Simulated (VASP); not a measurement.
# Ti3Al (P-6m2) in VASP: a series of runs, part 3 of 3

VASP 6.6.1. The steps go on from the part before.

## 4. Relaxation of cell and atoms, LDA

This run uses another cell than the first one, of 17.12 Å³/atom.

INCAR reads:

```
SYSTEM = Ti3Al
PREC = Accurate ; ENCUT = 600
EDIFF = 1E-7 ; ISMEAR = 0
SIGMA = 0.1 ; LREAL = .FALSE.
LASPH = .TRUE. ; NELM = 60
ALGO = Fast ; ISIF = 3
LWAVE = .FALSE. ; LCHARG = .FALSE.
IBRION = 2 ; NSW = 100
EDIFFG = -0.002
```

KPOINTS reads:

```
Automatic mesh
0
G
  12 12 4
  0 0 0
```

POSCAR reads:

```
Ti3Al
1.0
    2.9275422200      0.0000000000      0.0000000000
   -1.4637711100      2.5353259400      0.0000000000
    0.0000000000      0.0000000000      9.2263620000
Ti Al
3 1
Direct
    0.6666666700      0.3333333300      0.0000000000
    0.3333333300      0.6666666700      0.7505940000
    0.3333333300      0.6666666700      0.2494060000
    0.6666666700      0.3333333300      0.5000000000
```

Potentials or basis: VASP PAW LDA potentials, release 64 (Ti_sv, Al).

Launch:

```console
> cat potpaw_LDA.64/Ti_sv/POTCAR potpaw_LDA.64/Al/POTCAR > POTCAR
> mpirun -np 1 vasp_std > vasp.out
```

OUTCAR:

```text
SYSTEM = Ti3Al
   PREC = Accurate
   ENCUT = 600
   EDIFF = 1E-7
   ISMEAR = 0
   LREAL = .FALSE.
   LASPH = .TRUE.
   NELM = 60
   ISIF = 3
   IBRION = 2
   NSW = 100
   EDIFFG = -0.002

 ion  position               nearest neighbor table
   1  0.667  0.333  0.000-   2 2.86   3 2.86   2 2.86   3 2.86   2 2.86   3 2.86
   2  0.333  0.667  0.751-   1 2.86   1 2.86   1 2.86   4 2.86   4 2.86   4 2.86
   3  0.333  0.667  0.249-   1 2.86   1 2.86   1 2.86   4 2.86   4 2.86   4 2.86
   4  0.667  0.333  0.500-   2 2.86   3 2.86   2 2.86   3 2.86   2 2.86   3 2.86

  LATTYP: Found a hexagonal cell.
 ALAT       =     2.9275422200
 C/A-ratio  =     3.1515726526

  Lattice vectors:

 A1 = (   2.9275422200,   0.0000000000,   0.0000000000)
 A2 = (  -1.4637711100,   2.5353259400,   0.0000000000)
 A3 = (   0.0000000000,   0.0000000000,   9.2263620000)

Analysis of symmetry for initial positions (statically):
=====================================================================
 Subroutine PRICEL returns:
 Original cell was already a primitive cell.

 Routine SETGRP: Setting up the symmetry group for a
 hexagonal supercell.

 Subroutine GETGRP returns: Found 12 space group operations
 (whereof 12 operations were pure point group operations)
 out of a pool of 24 trial point group operations.

The static configuration has the point symmetry D_3h.

Analysis of symmetry for dynamics (positions and initial velocities):
=====================================================================
 Subroutine PRICEL returns:
 Original cell was already a primitive cell.

 Routine SETGRP: Setting up the symmetry group for a
 hexagonal supercell.

 Subroutine GETGRP returns: Found 12 space group operations
 (whereof 12 operations were pure point group operations)
 out of a pool of 24 trial point group operations.

The dynamic configuration has the point symmetry D_3h.

[... 199 lines left out ...]
  Total        2.0988731      2.0988731      2.7614998      0.0000000      0.0000000     -0.0000000
  in kB       54.9256351     54.9256354     72.2659835      0.0000000      0.0000000     -0.0000000
  external PRESSURE =      60.7057513 kB  Pullay stress =       0.0000000 kB
[... 25 lines left out ...]
--------------------------------------- Ionic step        3  -------------------------------------------

 number of electron      39.0000010 magnetization

------------------------ aborting loop EDIFF was not reached (unconverged)  ----------------------------

  FORCE on cell =-STRESS in cart. coord.  units (eV):
  Direction    XX          YY          ZZ          XY          YZ          ZX
  --------------------------------------------------------------------------------------
  -------------------------------------------------------------------------------------
  Total       -0.0995865     -0.0995865      0.2336677     -0.0000000      0.0000000      0.0000000
  in kB       -2.4889485     -2.4889485      5.8400154     -0.0000000      0.0000000      0.0000000
  external PRESSURE =       0.2873728 kB  Pullay stress =       0.0000000 kB
[... 19 lines left out ...]
  FREE ENERGIE OF THE ION-ELECTRON SYSTEM (eV)
  ---------------------------------------------------
  free  energy   TOTEN  =       -30.3523925306 eV

  energy  without entropy=      -30.3347248570  energy(sigma->0) =      -30.34355869

[... ionic steps 4 to 12 ...]

--------------------------------------- Ionic step       13  -------------------------------------------

 number of electron      39.0000010 magnetization

------------------------ aborting loop because EDIFF is reached ----------------------------------------
[... 71 lines left out ...]
--------------------------------------- Ionic step       15  -------------------------------------------

 number of electron      39.0000009 magnetization

 Free energy of the ion-electron system (eV)
  ---------------------------------------------------
  ext. energy  EPLUGINS =         0.00000000
  ---------------------------------------------------
  free energy    TOTEN  =       -30.35332941 eV

  energy without entropy =      -30.33571881  energy(sigma->0) =      -30.34452411

 E-fermi :   8.4456     XC(G=0): -11.7500

 val. band max:        8.4281380255   @ k =   0.4167   0.0833   0.5000
 cond. band min:       8.4459688144   @ k =   0.0833   0.0833   0.0000
 fundamental gap:      0.0178307889
 Fermi energy:         8.4456388584

 k-point     1 :       0.0000    0.0000    0.0000
  band No.  band energies     occupation
      1     -47.4514      2.00000
      2     -47.3862      2.00000
      3     -47.3020      2.00000
      4     -24.4318      2.00000
      5     -24.1114      2.00000
      6     -23.7405      2.00000
[... 613 lines left out ...]
     22       9.3931      0.00000
     23       9.5570      0.00000

 [... further k-points ...]

------------------------ aborting loop because EDIFF is reached ----------------------------------------

  FORCE on cell =-STRESS in cart. coord.  units (eV):
  Direction    XX          YY          ZZ          XY          YZ          ZX
  --------------------------------------------------------------------------------------
  -------------------------------------------------------------------------------------
  Total       -0.0050976     -0.0050976      0.0056237      0.0000000      0.0000000      0.0000000
  in kB       -0.1274314     -0.1274314      0.1405837      0.0000000      0.0000000      0.0000000
  external PRESSURE =      -0.0380930 kB  Pullay stress =       0.0000000 kB
[... 19 lines left out ...]
  FREE ENERGIE OF THE ION-ELECTRON SYSTEM (eV)
  ---------------------------------------------------
  free  energy   TOTEN  =       -30.3533294104 eV

  energy  without entropy=      -30.3357188116  energy(sigma->0) =      -30.34452411

 reached required accuracy - stopping structural energy minimisation
```

OSZICAR:

```text
N       E                     dE             d eps       ncg     rms          rms(c)
DAV:   1     0.470306515454E+03    0.47031E+03   -0.22021E+04  2622   0.215E+03
DAV:   2     0.251734849625E+02   -0.44513E+03   -0.44257E+03  2636   0.599E+02
DAV:   3    -0.276939877041E+02   -0.52867E+02   -0.52076E+02  4912   0.166E+02
[... 359 lines left out ...]
RMM:   7    -0.303533285942E+02   -0.36500E-06   -0.41348E-06  3427   0.134E-02    0.129E-03
RMM:   8    -0.303533290198E+02   -0.42561E-06   -0.45542E-06  3031   0.103E-02    0.812E-04
RMM:   9    -0.303533291810E+02   -0.16119E-06   -0.18767E-06  2752   0.783E-03    0.295E-04
RMM:  10    -0.303533293411E+02   -0.16004E-06   -0.17775E-06  2658   0.610E-03    0.437E-04
RMM:  11    -0.303533294104E+02   -0.69296E-07   -0.84076E-07  2496   0.493E-03
  15 F= -.30353329E+02 E0= -.30344524E+02  d E =-.224791E-04
```

CONTCAR:

```text
Ti3Al
   1.00000000000000
     2.8597369301235376    0.0000000000000000   -0.0000000000000000
    -1.4298684650617688    2.4766048359837574    0.0000000000000000
     0.0000000000000000    0.0000000000000000    9.0493298583592772
  Ti              Al
     3     1
Direct
     0.6666666699999979    0.3333333300000021    0.0000000000000000
     0.3333333300000021    0.6666666699999979    0.7516807289326565
     0.3333333300000021    0.6666666699999979    0.2483192710673437
     0.6666666699999979    0.3333333300000021    0.5000000000000000

  0.00000000E+00  0.00000000E+00  0.00000000E+00
  0.00000000E+00  0.00000000E+00  0.00000000E+00
  0.00000000E+00  0.00000000E+00  0.00000000E+00
  0.00000000E+00  0.00000000E+00  0.00000000E+00
```

Run time: 24 min. Hardware: 1 thread of AMD EPYC 9R45 (Zen 5), shared host; peak memory 0.23 GiB.

What came out:

| Item | Value |
| --- | --- |
| Free energy | -30.3533 eV |
| Relaxed volume | 16.02 Å³/atom |
| Relaxed cell | a = 2.860 Å, b = 2.860 Å, c = 9.049 Å, α = 90.00°, β = 90.00°, γ = 120.00° |
| Space group after relaxing (to 0.1 Å) | P-6m2 (No. 187) |
| Energy gained by relaxing | 26.1 meV/atom |
| Ionic steps | 15 |
| Pressure after relaxing | 0.0 GPa |
| Band gap on the k mesh | zero (an odd number of electrons rules out a gap without spin polarisation) |

The path:
```tsv
step	energy change (eV)	largest force (eV/Å)	pressure (GPa)	volume (Å³)
1	0.0000	0.1321	-7.11	68.48
2	-0.0508	0.0135	6.07	61.22
3	-0.1034	0.0678	0.03	64.11
4	-0.1033	0.0691	-0.15	64.19
5	-0.1041	0.0323	-0.18	64.18
6	-0.1042	0.0182	-0.18	64.17
7	-0.1042	0.0158	-0.17	64.17
8	-0.1042	0.0079	0.13	64.01
9	-0.1043	0.0115	0.08	64.07
10	-0.1043	0.0126	-0.01	64.09
11	-0.1043	0.0119	-0.01	64.08
12	-0.1043	0.0119	-0.01	64.08
13	-0.1043	0.0114	0.01	64.07
14	-0.1043	0.0076	0.01	64.08
15	-0.1043	0.0012	0.00	64.09
```

Final structure:
```
CELL_PARAMETERS angstrom
2.85974 0.00000 0.00000
-1.42987 2.47660 0.00000
0.00000 0.00000 9.04933
ATOMIC_POSITIONS crystal
Ti 0.66667 0.33333 0.00000
Ti 0.33333 0.66667 0.75168
Ti 0.33333 0.66667 0.24832
Al 0.66667 0.33333 0.50000
```

Levels at points of the mesh, in eV from the Fermi level:
```csv
k point,band 16,band 17,band 18,band 19,band 20,band 21,band 22,band 23
"(0.00, 0.00, 0.00)",-2.58,-0.79,0.66,0.78,0.86,0.86,0.95,0.95
"(0.50, 0.00, 0.00)",-2.18,-1.56,-1.33,-0.65,-0.29,0.93,1.16,1.28
"(0.00, 0.00, 0.50)",-3.13,-1.09,0.57,0.82,0.86,0.86,0.94,0.94
"(0.50, 0.00, 0.50)",-2.12,-1.61,-1.29,-1.01,0.14,0.89,1.00,1.16
```

## 5. Overview

| task | cell | cutoff (eV) | smearing | gap on the mesh (eV) | pressure (GPa) | relaxed volume (Å³/atom) |
| --- | --- | --- | --- | --- | --- | --- |
| single point | a = 2.856, b = 2.856, c = 9.090 Å, angles 90.0, 90.0, 120.0°, 4 atoms, atomic positions A | 520 | fermi-dirac 0.15 eV | none | 0.0 | - |
| relaxation of cell and atoms | relaxed from a = 2.860, b = 2.860, c = 9.048 Å, angles 90.0, 90.0, 120.0°, 4 atoms, atomic positions B | 600 | fermi-dirac 0.15 eV | none | 0.0 | 16.05 |
| relaxation of cell and atoms | relaxed from a = 2.928, b = 2.928, c = 9.226 Å, angles 90.0, 90.0, 120.0°, 4 atoms, atomic positions A | 600 | gaussian 0.1 eV | none | 0.0 | 16.02 |

Alike in all rows: level LDA; potentials or basis VASP PAW LDA potentials, release 64 (Ti_sv, Al); no spin polarisation; k mesh 12 × 12 × 4.

Caveats: the highest band is partly filled, so the run has too few bands (at least some runs).

Total energies depend on the potentials used, so only differences within one code and one set of settings carry meaning.

The gap in the log of VASP goes by the Fermi energy; the results here count the filled bands.